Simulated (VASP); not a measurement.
# Rh (P6_3/mmc) in VASP: notebook, part 2 of 3

VASP 6.6.1. The steps go on from the part before.

**3. Single point, r2SCAN**

This run uses another cell than the first one, of 14.35 Å³/atom, 1.020 times its volume.

POSCAR reads:

```
Rh
1.0
    2.7271663779      0.0000000000      0.0000000000
   -1.3635831889      2.3617953636      0.0000000000
    0.0000000000      0.0000000000      8.9138474877
Rh
4
Direct
    0.6666666667      0.3333333333      0.7500000000
    0.0000000000      0.0000000000      0.5000000000
    0.3333333333      0.6666666667      0.2500000000
    0.0000000000      0.0000000000      0.0000000000
```

INCAR.step1 reads:

```
SYSTEM = Rh
PREC = Accurate
ENCUT = 520
ISMEAR = -1
SIGMA = 0.05
LREAL = .FALSE.
LASPH = .TRUE.
NELM = 60
NBANDS = 38
GGA = PE
ALGO = Normal
EDIFF = 1E-4
LWAVE = .TRUE.
LCHARG = .FALSE.
```

INCAR.step2 reads:

```
SYSTEM = Rh
PREC = Accurate
ENCUT = 520
EDIFF = 1E-6
ISMEAR = -1
SIGMA = 0.05
LREAL = .FALSE.
LASPH = .TRUE.
NELM = 60
ALGO = Normal
ISIF = 2
LWAVE = .FALSE.
LCHARG = .FALSE.
METAGGA = R2SCAN
LMIXTAU = .TRUE.
NBANDS = 38
ISTART = 1
```

KPOINTS reads:

```
Automatic mesh
0
G
  11 11 3
  0 0 0
```

Potentials or basis: VASP PAW PBE potentials, release 64 (Rh_pv).

Run with:

```console
> cat potpaw_PBE.64/Rh_pv/POTCAR > POTCAR
> cp INCAR.step1 INCAR
> mpirun -np 1 vasp_std > vasp.out
> cp INCAR.step2 INCAR
> mpirun -np 1 vasp_std > vasp.out
```

OUTCAR:

```text
SYSTEM = Rh
   PREC = Accurate
   ENCUT = 520
   EDIFF = 1E-6
   ISMEAR = -1
   LREAL = .FALSE.
   LASPH = .TRUE.
   NELM = 60
   ISIF = 2
   METAGGA = R2SCAN
   ISTART = 1

 ion  position               nearest neighbor table
   1  0.667  0.333  0.750-   2 2.73   4 2.73   2 2.73   4 2.73   2 2.73   4 2.73
   2  0.000  0.000  0.500-   1 2.73   3 2.73   3 2.73   1 2.73   1 2.73   3 2.73
   3  0.333  0.667  0.250-   2 2.73   4 2.73   2 2.73   4 2.73   2 2.73   4 2.73
   4  0.000  0.000  0.000-   1 2.73   3 2.73   3 2.73   1 2.73   1 2.73   3 2.73

  LATTYP: Found a hexagonal cell.
 ALAT       =     2.7271663779
 C/A-ratio  =     3.2685382014

  Lattice vectors:

 A1 = (   2.7271663779,   0.0000000000,   0.0000000000)
 A2 = (  -1.3635831889,   2.3617953636,   0.0000000000)
 A3 = (   0.0000000000,   0.0000000000,   8.9138474877)

Analysis of symmetry for initial positions (statically):
=====================================================================
 Subroutine PRICEL returns:
 Original cell was already a primitive cell.

 Routine SETGRP: Setting up the symmetry group for a
 hexagonal supercell.

 Subroutine GETGRP returns: Found 24 space group operations
 (whereof 12 operations were pure point group operations)
 out of a pool of 24 trial point group operations.

The static configuration has the point symmetry D_3d.
 The point group associated with its full space group is D_6h.

Analysis of symmetry for dynamics (positions and initial velocities):
=====================================================================
 Subroutine PRICEL returns:
 Original cell was already a primitive cell.

 Routine SETGRP: Setting up the symmetry group for a
 hexagonal supercell.

[... 122 lines left out ...]
   EMIN   =  10.00;   EMAX   =-10.00  energy-range for DOS
   EFERMI =   0.00;   METHOD = LEGACY
   ISMEAR =    -1;   SIGMA  =   0.05  broadening in eV -4-tet -1-fermi 0-gaus
   EFERMI_NEDOS =   21; number of points for ismear=-14 and -15
   IALGO  =     38    algorithm
   IMIX   =      4    mixing-type and parameters
     AMIX     =   0.40;   BMIX     =  1.00
     AMIX_MAG =   1.60;   BMIX_MAG =  1.00
  volume/ion in A,a.u.               =      14.35        96.86
  Fermi-wavevector in a.u.,A,eV,Ry     =   1.661316  3.139432 37.551677  2.759970
  Thomas-Fermi vector in A             =   2.748400
   LORBIT       =      0    0 simple, 1 ext, 2 COOP (PROOUT), +10 PAW based schemes
   METAGGA = R2SCAN    functional components
   LHFCALC =     F    Hartree Fock is set to
   AEXX    =    0.0000 exact exchange contribution
   IVDW    =     0    specifies the selected vdW correction
   LEPSILON=     F    determine dielectric tensor
   LRPA    =     F    only Hartree local field effects (RPA)
 non-spin polarized calculation
  energy-cutoff  :      520.00
  volume of cell :       57.41
 maximum number of plane-waves:      1560
   NGX = 11   NGY = 11   NGZ = 33

 number of electron      59.9999999 magnetization

 Free energy of the ion-electron system (eV)
  ---------------------------------------------------
  ext. energy  EPLUGINS =         0.00000000
  ---------------------------------------------------
  free energy    TOTEN  =       -96.40541300 eV

  energy without entropy =      -96.35175845  energy(sigma->0) =      -96.37858572

 E-fermi :  10.9796     XC(G=0): -14.8855

 val. band max:       10.9766464435   @ k =   0.1818   0.0909   0.3333
 cond. band min:      10.9895421042   @ k =   0.3636   0.2727   0.3333
 fundamental gap:      0.0128956607
 Fermi energy:        10.9795949967

 k-point     1 :       0.0000    0.0000    0.0000
  band No.  band energies     occupation
      1     -37.4240      2.00000
      2     -37.0960      2.00000
      3     -37.0870      2.00000
      4     -36.8327      2.00000
      5     -36.8327      2.00000
      6     -36.7946      2.00000
[... 973 lines left out ...]
     37      21.4375      0.00000
     38      24.4201      0.00000

 [... further k-points ...]

------------------------ aborting loop because EDIFF is reached ----------------------------------------

  FORCE on cell =-STRESS in cart. coord.  units (eV):
  Direction    XX          YY          ZZ          XY          YZ          ZX
  --------------------------------------------------------------------------------------
  -------------------------------------------------------------------------------------
  Total       -3.3784062     -3.3784062     -3.8854154     -0.0000000      0.0000000      0.0000000
  in kB      -94.2764764    -94.2764764   -108.4248768     -0.0000000      0.0000000      0.0000000
  external PRESSURE =     -98.9926099 kB  Pullay stress =       0.0000000 kB

 VOLUME and BASIS-vectors are now :
 -----------------------------------------------------------------------------
  energy-cutoff  :      520.00
  volume of cell :       57.41
      direct lattice vectors                 reciprocal lattice vectors
     2.727166378  0.000000000  0.000000000     0.366680965  0.211703354  0.000000000
    -1.363583189  2.361795364  0.000000000     0.000000000  0.423406708  0.000000000
     0.000000000  0.000000000  8.913847488     0.000000000  0.000000000  0.112185002

 POSITION                                       TOTAL-FORCE (eV/Angst)
 -----------------------------------------------------------------------------------
      1.36358      0.78727      6.68539         0.000000      0.000000      0.000000
      0.00000      0.00000      4.45692         0.000000     -0.000000     -0.000000
     -0.00000      1.57453      2.22846        -0.000000      0.000000     -0.000000
      0.00000      0.00000      0.00000         0.000000     -0.000000     -0.000000
 -----------------------------------------------------------------------------------
    total drift:                                0.000000     -0.000000      0.000000

  FREE ENERGIE OF THE ION-ELECTRON SYSTEM (eV)
  ---------------------------------------------------
  free  energy   TOTEN  =       -96.4054129969 eV

  energy  without entropy=      -96.3517584487  energy(sigma->0) =      -96.37858572
```

OUTCAR.step1:

```text
SYSTEM = Rh
   PREC = Accurate
   ENCUT = 520
   ISMEAR = -1
   LREAL = .FALSE.
   LASPH = .TRUE.
   NELM = 60
[... 1213 lines left out ...]
      0.00000      0.00000      4.45692        -0.000000      0.000000      0.000000
     -0.00000      1.57453      2.22846         0.000000     -0.000000      0.000000
      0.00000      0.00000      0.00000        -0.000000      0.000000      0.000000
 -----------------------------------------------------------------------------------
    total drift:                                0.000000     -0.000000      0.000000

  FREE ENERGIE OF THE ION-ELECTRON SYSTEM (eV)
  ---------------------------------------------------
  free  energy   TOTEN  =       -28.9614542298 eV

  energy  without entropy=      -28.9066198193  energy(sigma->0) =      -28.93403702
```

Wall time 2.9 min (1 thread of Intel Xeon 6975P-C (Granite Rapids), shared host); peak memory 0.19 GiB.

Results:

* Free energy: -96.4054 eV
* Pressure: -9.9 GPa
* Band gap on the k mesh: zero (band 30 reaches 11.58 eV, above the bottom of band 31 at 9.97 eV)

Levels at points of the mesh, in eV from the Fermi level:
| k point | band 26 | band 27 | band 28 | band 29 | band 30 | band 31 | band 32 | band 33 |
| --- | --- | --- | --- | --- | --- | --- | --- | --- |
| (0.00, 0.00, 0.00) | -2.53 | -2.53 | -1.43 | -1.43 | -0.84 | -0.84 | -0.36 | -0.36 |

Caveat: the PAW data sets were made with another functional, which shifts forces and pressure a little.

**4. Single point, r2SCAN**

This run uses another cell than the first one, of 14.63 Å³/atom, 1.039 times its volume.

POSCAR reads:

```
Rh
1.0
    2.7445373327      0.0000000000      0.0000000000
   -1.3722686664      2.3768390518      0.0000000000
    0.0000000000      0.0000000000      8.9706251171
Rh
4
Direct
    0.6666666667      0.3333333333      0.7500000000
    0.0000000000      0.0000000000      0.5000000000
    0.3333333333      0.6666666667      0.2500000000
    0.0000000000      0.0000000000      0.0000000000
```

INCAR.step1 reads:

```
SYSTEM = Rh
PREC = Accurate ; ENCUT = 520
ISMEAR = -1 ; SIGMA = 0.05
LREAL = .FALSE. ; LASPH = .TRUE.
NELM = 60 ; NBANDS = 38
GGA = PE ; ALGO = Normal
EDIFF = 1E-4 ; LWAVE = .TRUE.
LCHARG = .FALSE.
```

INCAR.step2 reads:

```
SYSTEM = Rh
PREC = Accurate ; ENCUT = 520
EDIFF = 1E-6 ; ISMEAR = -1
SIGMA = 0.05 ; LREAL = .FALSE.
LASPH = .TRUE. ; NELM = 60
ALGO = Normal ; ISIF = 2
LWAVE = .FALSE. ; LCHARG = .FALSE.
METAGGA = R2SCAN ; LMIXTAU = .TRUE.
NBANDS = 38 ; ISTART = 1
```

KPOINTS reads:

```
regular mesh
0
G
  11 11 3
  0 0 0
```

Potentials or basis: VASP PAW PBE potentials, release 64 (Rh_pv).

Run with:

```console
> cat potpaw_PBE.64/Rh_pv/POTCAR > POTCAR
> cp INCAR.step1 INCAR
> mpirun -np 1 vasp_std > vasp.out
> cp INCAR.step2 INCAR
> mpirun -np 1 vasp_std > vasp.out
```

OUTCAR:

```text
SYSTEM = Rh
   PREC = Accurate
   ENCUT = 520
   EDIFF = 1E-6
   ISMEAR = -1
   LREAL = .FALSE.
   LASPH = .TRUE.
   NELM = 60
   ISIF = 2
   METAGGA = R2SCAN
   ISTART = 1

 ion  position               nearest neighbor table
   1  0.667  0.333  0.750-   2 2.75   4 2.75   2 2.75   4 2.75   2 2.75   4 2.75
   2  0.000  0.000  0.500-   1 2.75   3 2.75   1 2.75   3 2.75   1 2.75   3 2.75
   3  0.333  0.667  0.250-   2 2.75   4 2.75   2 2.75   4 2.75   2 2.75   4 2.75
   4  0.000  0.000  0.000-   1 2.75   3 2.75   1 2.75   3 2.75   1 2.75   3 2.75

  LATTYP: Found a hexagonal cell.
 ALAT       =     2.7445373327
 C/A-ratio  =     3.2685382014

  Lattice vectors:

 A1 = (   2.7445373327,   0.0000000000,   0.0000000000)
 A2 = (  -1.3722686664,   2.3768390518,   0.0000000000)
 A3 = (   0.0000000000,   0.0000000000,   8.9706251171)

Analysis of symmetry for initial positions (statically):
=====================================================================
 Subroutine PRICEL returns:
 Original cell was already a primitive cell.

 Routine SETGRP: Setting up the symmetry group for a
 hexagonal supercell.

 Subroutine GETGRP returns: Found 24 space group operations
 (whereof 12 operations were pure point group operations)
 out of a pool of 24 trial point group operations.

The static configuration has the point symmetry D_3d.
 The point group associated with its full space group is D_6h.

Analysis of symmetry for dynamics (positions and initial velocities):
=====================================================================
 Subroutine PRICEL returns:
 Original cell was already a primitive cell.

 Routine SETGRP: Setting up the symmetry group for a
 hexagonal supercell.

 Subroutine GETGRP returns: Found 24 space group operations
 (whereof 12 operations were pure point group operations)
 out of a pool of 24 trial point group operations.

The dynamic configuration has the point symmetry D_3d.
 The point group associated with its full space group is D_6h.

 Subroutine INISYM returns: Found 24 space group operations
 (whereof 12 operations are pure point group operations),
 and found     1 'primitive' translations

----------------------------------------------------------------------------------------

                                     Primitive cell

  volume of cell :      58.5183

  direct lattice vectors                    reciprocal lattice vectors
     2.744537333  0.000000000  0.000000000     0.364360138  0.210363423  0.000000000
    -1.372268666  2.376839052  0.000000000     0.000000000  0.420726847  0.000000000
     0.000000000  0.000000000  8.970625117     0.000000000  0.000000000  0.111474952

  length of vectors
     2.744537333  2.744537333  8.970625117     0.420726847  0.420726847  0.111474952

  position of ions in fractional coordinates (direct lattice)
     0.666666667  0.333333333  0.750000000
     0.000000000  0.000000000  0.500000000
     0.333333333  0.666666667  0.250000000
     0.000000000  0.000000000  0.000000000

  ion indices of the primitive-cell ions
   primitive index   ion index
                 1           1
                 2           2
                 3           3
                 4           4

----------------------------------------------------------------------------------------

 KPOINTS: regular mesh

Automatic generation of k-mesh.
 Grid dimensions read from file:
 generate k-points for:   11   11    3

 Generating k-lattice:

  Cartesian coordinates                     Fractional coordinates (reciprocal lattice)
     0.033123649  0.019123948  0.000000000     0.090909091 -0.000000000  0.000000000
     0.000000000  0.038247895  0.000000000     0.000000000  0.090909091  0.000000000
     0.000000000  0.000000000  0.037158317     0.000000000  0.000000000  0.333333333

  Length of vectors
     0.038247895  0.038247895  0.037158317

  Shift w.r.t. Gamma in fractional coordinates (k-lattice)
     0.000000000  0.000000000  0.000000000

 Subroutine IBZKPT returns following result:
 ===========================================

 Found     32 irreducible k-points:

 Following reciprocal coordinates:
            Coordinates               Weight
  0.000000  0.000000  0.000000      1.000000
  0.090909 -0.000000  0.000000      6.000000
  0.181818 -0.000000  0.000000      6.000000
  0.272727  0.000000  0.000000      6.000000
  0.363636  0.000000  0.000000      6.000000
  0.454545 -0.000000  0.000000      6.000000
[... 16 lines left out ...]
  0.090909  0.090909  0.333333     12.000000
  0.181818  0.090909  0.333333     24.000000
 [... further k-points ...]
   k-points           NKPTS =     32   k-points in BZ     NKDIM =     32   number of bands    NBANDS=     38
   number of dos      NEDOS =    301   number of ions     NIONS =      4
   total plane-waves  NPLWV =  28000
   dimension x,y,z NGX =    20 NGY =   20 NGZ =   70
   dimension x,y,z NGXF=    40 NGYF=   40 NGZF=  140
   ions per type =               4
   NGX,Y,Z   is equivalent  to a cutoff of  12.11, 12.11, 12.97 a.u.
   NGXF,Y,Z  is equivalent  to a cutoff of  24.23, 24.23, 25.95 a.u.
 SYSTEM =  Rh
   PREC   = accura    normal or accurate (medium, high low for compatibility)
   ISTART =      1    job   : 0-new  1-cont  2-samecut
   ICHARG =      0    charge: 1-file 2-atom 10-const
   ISPIN  =      1    spin polarized calculation?
   LNONCOLLINEAR =      F non collinear calculations
   LSORBIT =      F    spin-orbit coupling
   LASPH  =      T    aspherical Exc in radial PAW
   ENCUT  =  520.0 eV  38.22 Ry    6.18 a.u.   5.10  5.10 16.68*2*pi/ulx,y,z
   NELM   =     60;   NELMIN=  2; NELMDL=  0     # of ELM steps
   EDIFF  = 0.1E-05   stopping-criterion for ELM
   LREAL  =      F    real-space projection
   EDIFFG = 0.1E-04   stopping-criterion for IOM
   NSW    =      0    number of steps for IOM
   IBRION =     -1    ionic relax: 0-MD 1-quasi-New 2-CG
   NFREE  =      0    steps in history (QN), initial steepest desc. (CG)
   ISIF   =      2    stress and relaxation
   ISYM   =      2    0-nonsym 1-usesym 2-fastsym
   POTIM  = 0.5000    time-step for ionic-motion
   TEBEG  =    0.0;   TEEND  =   0.0 temperature during run
   PSTRESS=    0.0 pullay stress
   NELECT =      60.0000    total number of electrons
   NUPDOWN=      -1.0000    fix difference up-down
   EMIN   =  10.00;   EMAX   =-10.00  energy-range for DOS
   EFERMI =   0.00;   METHOD = LEGACY
   ISMEAR =    -1;   SIGMA  =   0.05  broadening in eV -4-tet -1-fermi 0-gaus
   EFERMI_NEDOS =   21; number of points for ismear=-14 and -15
   IALGO  =     38    algorithm
   IMIX   =      4    mixing-type and parameters
     AMIX     =   0.40;   BMIX     =  1.00
     AMIX_MAG =   1.60;   BMIX_MAG =  1.00
  volume/ion in A,a.u.               =      14.63        98.73
  Fermi-wavevector in a.u.,A,eV,Ry     =   1.650801  3.119561 37.077831  2.725144
  Thomas-Fermi vector in A             =   2.739689
   LORBIT       =      0    0 simple, 1 ext, 2 COOP (PROOUT), +10 PAW based schemes
   METAGGA = R2SCAN    functional components
   LHFCALC =     F    Hartree Fock is set to
   AEXX    =    0.0000 exact exchange contribution
   IVDW    =     0    specifies the selected vdW correction
   LEPSILON=     F    determine dielectric tensor
   LRPA    =     F    only Hartree local field effects (RPA)
 non-spin polarized calculation
  energy-cutoff  :      520.00
  volume of cell :       58.52
 maximum number of plane-waves:      1589
   NGX = 11   NGY = 11   NGZ = 33

 number of electron      60.0000011 magnetization

 Free energy of the ion-electron system (eV)
  ---------------------------------------------------
  ext. energy  EPLUGINS =         0.00000000
  ---------------------------------------------------
  free energy    TOTEN  =       -96.32328596 eV

  energy without entropy =      -96.26808217  energy(sigma->0) =      -96.29568407

 E-fermi :  10.6484     XC(G=0): -14.7440

 val. band max:       10.6437717387   @ k =   0.1818   0.0909   0.3333
 cond. band min:      10.6578165417   @ k =   0.3636   0.2727   0.3333
 fundamental gap:      0.0140448030
 Fermi energy:        10.6483902434

 k-point     1 :       0.0000    0.0000    0.0000
  band No.  band energies     occupation
      1     -37.6772      2.00000
      2     -37.3704      2.00000
      3     -37.3614      2.00000
      4     -37.1241      2.00000
      5     -37.1241      2.00000
      6     -37.0887      2.00000
[... 30 lines left out ...]
     37      19.0405      0.00000
     38      25.5554      0.00000
[... 941 lines left out ...]
     37      20.9388      0.00000
     38      23.9098      0.00000

 [... further k-points ...]
[... 5 lines left out ...]
  --------------------------------------------------------------------------------------
  -------------------------------------------------------------------------------------
  Total       -4.9528424     -4.9528424     -5.4571180      0.0000000      0.0000000      0.0000000
  in kB     -135.6043007   -135.6043007   -149.4109064      0.0000000      0.0000000      0.0000000
  external PRESSURE =    -140.2065026 kB  Pullay stress =       0.0000000 kB

 VOLUME and BASIS-vectors are now :
 -----------------------------------------------------------------------------
  energy-cutoff  :      520.00
  volume of cell :       58.52
      direct lattice vectors                 reciprocal lattice vectors
     2.744537333  0.000000000  0.000000000     0.364360138  0.210363423  0.000000000
    -1.372268666  2.376839052  0.000000000     0.000000000  0.420726847  0.000000000
     0.000000000  0.000000000  8.970625117     0.000000000  0.000000000  0.111474952

 POSITION                                       TOTAL-FORCE (eV/Angst)
 -----------------------------------------------------------------------------------
      1.37227      0.79228      6.72797        -0.000000      0.000000      0.000000
      0.00000      0.00000      4.48531         0.000000      0.000000     -0.000000
     -0.00000      1.58456      2.24266         0.000000      0.000000     -0.000000
      0.00000      0.00000      0.00000         0.000000      0.000000     -0.000000
 -----------------------------------------------------------------------------------
    total drift:                                0.000000     -0.000000      0.000000

  FREE ENERGIE OF THE ION-ELECTRON SYSTEM (eV)
  ---------------------------------------------------
  free  energy   TOTEN  =       -96.3232859643 eV

  energy  without entropy=      -96.2680821666  energy(sigma->0) =      -96.29568407
```

It took 3.3 min on 1 thread of Intel Xeon 6975P-C (Granite Rapids), shared host; peak memory 0.19 GiB.

Results:

```yaml
Free_energy: -96.3233 eV
Pressure: -14.0 GPa
Band_gap_on_the_k_mesh: zero (band 30 reaches 11.24 eV, above the bottom of band 31 at 9.67 eV)
```

Stress tensor (GPa, compression positive):
```
-13.56   0.00   0.00
  0.00 -13.56   0.00
  0.00   0.00 -14.94
```

Caveat: the PAW data sets were made with another functional, which shifts forces and pressure a little.

[end of part 2 of 3]
